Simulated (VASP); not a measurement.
# HgTe (I-4m2) in VASP: further runs

HgTe is run at these levels: PBE; tasks: single point.

Program: VASP 6.6.1. These are calculated values, not measurements. Logs are shortened: lines on timing, memory, paths and dates and some standing lists are left out, and cuts for length are marked.

## 1. The cell of the first run

The structure is tetragonal, space group I-4m2 (No. 119). Conventional cell: a = 4.559 Å, b = 4.559 Å, c = 6.318 Å, α = 90.00°, β = 90.00°, γ = 90.00°. Hg (site symmetry -4m2) has 4 Te at 2.77 Å within 3.7 Å. Te (site symmetry -4m2) has 4 Hg at 2.77 Å within 3.7 Å.

## 2. Single point, PBE (z stretched by -2 %, then relaxed in part)

File INCAR:

```
SYSTEM = HgTe
PREC = Accurate
ENCUT = 520
EDIFF = 1E-6
ISMEAR = -1
SIGMA = 0.05
LREAL = .FALSE.
LASPH = .TRUE.
NELM = 80
ALGO = Normal
ISIF = 2
LWAVE = .FALSE.
LCHARG = .FALSE.
GGA = PE
NBANDS = 16
```

File KPOINTS:

```
Automatic mesh
0
G
  13 13 13
  0 0 0
```

File POSCAR:

```
HgTe
1.0
    0.0000000000      3.2235000000      3.1590300000
    3.2235000000      0.0000000000      3.1590300000
    3.2235000000      3.2235000000      0.0000000000
Hg Te
1 1
Direct
    0.0000000000      0.0000000000      0.0000000000
    0.2500000000      0.2500000000      0.2500000000
```

Potentials or basis: VASP PAW PBE potentials, release 64 (Hg, Te).

Started as:

```console
cat potpaw_PBE.64/Hg/POTCAR potpaw_PBE.64/Te/POTCAR > POTCAR
mpirun -np 1 vasp_std > vasp.out
```

OUTCAR:

```text
SYSTEM = HgTe
   PREC = Accurate
   ENCUT = 520
   EDIFF = 1E-6
   ISMEAR = -1
   LREAL = .FALSE.
   LASPH = .TRUE.
   NELM = 80
   ISIF = 2
   GGA = PE

 ion  position               nearest neighbor table
   1  0.000  0.000  0.000-   2 2.77   2 2.77   2 2.77   2 2.77
   2  0.250  0.250  0.250-   1 2.77   1 2.77   1 2.77   1 2.77

  LATTYP: Found a body centered tetragonal cell.
 ALAT       =     4.5587174183
 C/A-ratio  =     1.3859292911

  Lattice vectors:

 A1 = (   0.0000000000,  -3.2235000000,  -3.1590300000)
 A2 = (   0.0000000000,   3.2235000000,  -3.1590300000)
 A3 = (   3.2235000000,   0.0000000000,   3.1590300000)

Analysis of symmetry for initial positions (statically):
=====================================================================
 Subroutine PRICEL returns:
 Original cell was already a primitive cell.

 Routine SETGRP: Setting up the symmetry group for a
 body centered tetragonal supercell.

 Subroutine GETGRP returns: Found  8 space group operations
 (whereof  8 operations were pure point group operations)
 out of a pool of 16 trial point group operations.

The static configuration has the point symmetry D_2d.

Analysis of symmetry for dynamics (positions and initial velocities):
=====================================================================
 Subroutine PRICEL returns:
 Original cell was already a primitive cell.

 Routine SETGRP: Setting up the symmetry group for a
 body centered tetragonal supercell.

 Subroutine GETGRP returns: Found  8 space group operations
 (whereof  8 operations were pure point group operations)
 out of a pool of 16 trial point group operations.

The dynamic configuration has the point symmetry D_2d.

 Subroutine INISYM returns: Found  8 space group operations
 (whereof  8 operations are pure point group operations),
 and found     1 'primitive' translations

----------------------------------------------------------------------------------------

                                     Primitive cell

  volume of cell :      65.6507

  direct lattice vectors                    reciprocal lattice vectors
     0.000000000  3.223500000  3.159030000    -0.155110904  0.155110904  0.158276433
     3.223500000  0.000000000  3.159030000     0.155110904 -0.155110904  0.158276433
     3.223500000  3.223500000  0.000000000     0.155110904  0.155110904 -0.158276433

  length of vectors
     4.513360477  4.513360477  4.558717418     0.270499934  0.270499934  0.270499934

  position of ions in fractional coordinates (direct lattice)
[... 79 lines left out ...]
   EDIFF  = 0.1E-05   stopping-criterion for ELM
   LREAL  =      F    real-space projection
   EDIFFG = 0.1E-04   stopping-criterion for IOM
   NSW    =      0    number of steps for IOM
   IBRION =     -1    ionic relax: 0-MD 1-quasi-New 2-CG
   NFREE  =      0    steps in history (QN), initial steepest desc. (CG)
   ISIF   =      2    stress and relaxation
   ISYM   =      2    0-nonsym 1-usesym 2-fastsym
   POTIM  = 0.5000    time-step for ionic-motion
   TEBEG  =    0.0;   TEEND  =   0.0 temperature during run
   PSTRESS=    0.0 pullay stress
   NELECT =      18.0000    total number of electrons
   NUPDOWN=      -1.0000    fix difference up-down
   EMIN   =  10.00;   EMAX   =-10.00  energy-range for DOS
   EFERMI =   0.00;   METHOD = LEGACY
   ISMEAR =    -1;   SIGMA  =   0.05  broadening in eV -4-tet -1-fermi 0-gaus
   EFERMI_NEDOS =   21; number of points for ismear=-14 and -15
   IALGO  =     38    algorithm
   IMIX   =      4    mixing-type and parameters
     AMIX     =   0.40;   BMIX     =  1.00
     AMIX_MAG =   1.60;   BMIX_MAG =  1.00
  volume/ion in A,a.u.               =      32.83       221.52
  Fermi-wavevector in a.u.,A,eV,Ry     =   1.063537  2.009794 15.389701  1.131111
  Thomas-Fermi vector in A             =   2.199025
   LORBIT       =      0    0 simple, 1 ext, 2 COOP (PROOUT), +10 PAW based schemes
   GGA     = PE    functional components
   LHFCALC =     F    Hartree Fock is set to
   AEXX    =    0.0000 exact exchange contribution
   IVDW    =     0    specifies the selected vdW correction
   LEPSILON=     F    determine dielectric tensor
   LRPA    =     F    only Hartree local field effects (RPA)
 non-spin polarized calculation
  energy-cutoff  :      520.00
  volume of cell :       65.65
 maximum number of plane-waves:      1792
 NGX is ok and might be reduce to    36
   NGX = 17   NGY = 17   NGZ = 17

 number of electron      17.9999998 magnetization

 Free energy of the ion-electron system (eV)
  ---------------------------------------------------
  ext. energy  EPLUGINS =         0.00000000
  ---------------------------------------------------
  free energy    TOTEN  =        -3.53239460 eV

  energy without entropy =       -3.53219393  energy(sigma->0) =       -3.53229426

 E-fermi :   3.5112     XC(G=0):  -8.8735

 val. band max:        3.4462419759   @ k =   0.0000   0.0000   0.0000
 cond. band min:       3.8349208869   @ k =   0.0769   0.0000   0.0000
 fundamental gap:      0.3886789110
 Fermi energy:         3.5112273215

 k-point     1 :       0.0000    0.0000    0.0000
  band No.  band energies     occupation
      1      -8.7935      2.00000
      2      -4.1232      2.00000
      3      -4.1232      2.00000
      4      -4.1183      2.00000
      5      -3.5649      2.00000
      6      -3.5496      2.00000
[... 433 lines left out ...]
      3      -3.9474      2.00000
      4      -3.6516      2.00000
      5      -3.5270      2.00000
      6      -3.3705      2.00000
[... 8 lines left out ...]
     15      13.0272      0.00000
     16      13.7440      0.00000

 [... further k-points ...]

------------------------ aborting loop because EDIFF is reached ----------------------------------------

  FORCE on cell =-STRESS in cart. coord.  units (eV):
  Direction    XX          YY          ZZ          XY          YZ          ZX
  --------------------------------------------------------------------------------------
  -------------------------------------------------------------------------------------
  Total        2.1347262      2.1347262      2.2212677      0.0000000      0.0000000      0.0000000
  in kB       52.0971142     52.0971142     54.2091246      0.0000000      0.0000000      0.0000000
  external PRESSURE =      52.8011176 kB  Pullay stress =       0.0000000 kB

 VOLUME and BASIS-vectors are now :
 -----------------------------------------------------------------------------
  energy-cutoff  :      520.00
  volume of cell :       65.65
      direct lattice vectors                 reciprocal lattice vectors
     0.000000000  3.223500000  3.159030000    -0.155110904  0.155110904  0.158276433
     3.223500000  0.000000000  3.159030000     0.155110904 -0.155110904  0.158276433
     3.223500000  3.223500000  0.000000000     0.155110904  0.155110904 -0.158276433

 POSITION                                       TOTAL-FORCE (eV/Angst)
 -----------------------------------------------------------------------------------
      0.00000      0.00000      0.00000        -0.000000     -0.000000     -0.000000
      1.61175      1.61175      1.57952         0.000000      0.000000      0.000000
 -----------------------------------------------------------------------------------
    total drift:                               -0.000000     -0.000000      0.000000

  FREE ENERGIE OF THE ION-ELECTRON SYSTEM (eV)
  ---------------------------------------------------
  free  energy   TOTEN  =        -3.5323945991 eV

  energy  without entropy=       -3.5321939303  energy(sigma->0) =       -3.53229426
```

OSZICAR:

```text
N       E                     dE             d eps       ncg     rms          rms(c)
DAV:   1     0.105598451897E+03    0.10560E+03   -0.80493E+03  6296   0.974E+02
DAV:   2    -0.151381906589E+00   -0.10575E+03   -0.99107E+02  7232   0.230E+02
DAV:   3    -0.371644359818E+01   -0.35651E+01   -0.35562E+01  7888   0.436E+01
DAV:   4    -0.374929293519E+01   -0.32849E-01   -0.32847E-01  9208   0.378E+00
DAV:   5    -0.374940658573E+01   -0.11365E-03   -0.11365E-03  8408   0.189E-01    0.817E+00
DAV:   6    -0.354156541524E+01    0.20784E+00   -0.40436E-01  7448   0.876E+00    0.640E+00
DAV:   7    -0.353326971191E+01    0.82957E-02   -0.10504E-01  7272   0.225E+00    0.224E+00
DAV:   8    -0.353234168211E+01    0.92803E-03   -0.11790E-02  6936   0.126E+00    0.573E-01
DAV:   9    -0.353235277130E+01   -0.11089E-04   -0.75004E-04  8312   0.318E-01    0.141E-01
DAV:  10    -0.353238157894E+01   -0.28808E-04   -0.85830E-05  7920   0.813E-02    0.513E-02
DAV:  11    -0.353239726686E+01   -0.15688E-04   -0.39364E-05  7760   0.503E-02    0.450E-02
DAV:  12    -0.353239485164E+01    0.24152E-05   -0.48177E-06  7144   0.212E-02    0.216E-02
DAV:  13    -0.353239459910E+01    0.25255E-06   -0.79051E-07  5672   0.473E-03
   1 F= -.35323946E+01 E0= -.35322943E+01  d E =-.200669E-03
```

It took 2 min on 1 thread of Intel Xeon Platinum 8124M at 3.00GHz (Skylake/Cascade Lake), shared host; peak memory 0.36 GiB.

What came out:

```
Free energy : -3.5324 eV
Pressure    : 5.3 GPa
```

Levels at points of the mesh, in eV from the Fermi level:
| k point | band 5 | band 6 | band 7 | band 8 | band 9 | band 10 | band 11 | band 12 | band 13 | band 14 |
| --- | --- | --- | --- | --- | --- | --- | --- | --- | --- | --- |
| (0.00, 0.00, 0.00) | -7.08 | -7.06 | -0.77 | -0.13 | -0.13 | -0.07 | 4.07 | 4.07 | 4.07 | 6.36 |

Caveat: the cell differs from its parent crystal (z stretched by -2 %, then relaxed in part); the cell stands under pressure; spin-orbit coupling is left out, which moves the levels of the heavy elements.

(Part 1 of 3 ends here.)
